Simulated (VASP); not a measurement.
Here is a VASP 6.6.1 calculation.

The input INCAR:

```
  PREC = Accurate
  ENCUT = 520
  EDIFF = 1E-6
  ISMEAR = 0
  SIGMA = 0.1
  LREAL = F
  LASPH = T
  NELM = 80
  ALGO = Normal
  ISIF = 2
  LWAVE = F
  LCHARG = T
  GGA = PE
  LELF = T
  LVHAR = T
  NBANDS = 41
```

KPOINTS

```
Automatic mesh
0
Gamma
  4 4 4
```

The input POSCAR:

```
Hf3TiN4
1.0
    4.4904644000      0.0000000000      0.0000000000
    0.0000000000      4.4904644000      0.0000000000
    0.0000000000      0.0000000000      4.4904644000
Hf Ti N
3 1 4
Direct
    0.5000000000      0.0000000000      0.0000000000
    0.0000000000      0.0000000000      0.5000000000
    0.0000000000      0.5000000000      0.0000000000
    0.5000000000      0.5000000000      0.5000000000
    0.0000000000      0.5000000000      0.5000000000
    0.5000000000      0.5000000000      0.0000000000
    0.0000000000      0.0000000000      0.0000000000
    0.5000000000      0.0000000000      0.5000000000
```

Potentials or basis: VASP PAW PBE potentials, release 64 (Hf_pv, Ti_sv, N).

Run with:

```bash
$ cat potpaw_PBE.64/Hf_pv/POTCAR potpaw_PBE.64/Ti_sv/POTCAR potpaw_PBE.64/N/POTCAR > POTCAR
$ mpirun -np 1 vasp_std > vasp.out
```

**Question.** What does it give for the pressure?

**Answer.** -2.1 GPa.

**Question.** Predict the band gap on the k mesh.

**Answer.** Zero (bands 31 and 32 overlap by 4.02 eV).

Caveat: spin-orbit coupling is left out, which moves the levels of the heavy elements.
